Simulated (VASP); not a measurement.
Input of a VASP 6.6.1 run:

Contents of INCAR:

```
  PREC = Accurate
  ENCUT = 520
  EDIFF = 1E-7
  ISMEAR = 0
  SIGMA = 0.1
  LREAL = F
  LASPH = T
  NELM = 80
  ALGO = Normal
  ISIF = 2
  LWAVE = F
  LCHARG = F
  GGA = PE
  NBANDS = 29
```

The input KPOINTS:

```
regular mesh
0
Gamma
  6 6 6
```

Contents of POSCAR:

```
ZrSi2
1.0
    1.8530000000     -7.3675000000      0.0000000000
    1.8530000000      7.3675000000      0.0000000000
    0.0000000000      0.0000000000      3.6720000000
Zr Si
2 4
Direct
    0.8946000000      0.1054000000      0.2500000000
    0.1054000000      0.8946000000      0.7500000000
    0.5522000000      0.4478000000      0.2500000000
    0.4478000000      0.5522000000      0.7500000000
    0.2496000000      0.7504000000      0.2500000000
    0.7504000000      0.2496000000      0.7500000000
```

Potentials or basis: VASP PAW PBE potentials, release 64 (Zr_sv, Si).

The run is started by

```sh
$ cat potpaw_PBE.64/Zr_sv/POTCAR potpaw_PBE.64/Si/POTCAR > POTCAR
$ mpirun -np 1 vasp_std > vasp.out
```

Predict the band gap on the k mesh.

zero (bands 20 and 21 overlap by 0.84 eV).

Estimate the largest force.

0.191 eV/Å.

Stress tensor (GPa, compression positive):
```
0.85 0.00 0.00
0.00 1.26 0.00
0.00 0.00 0.83
```
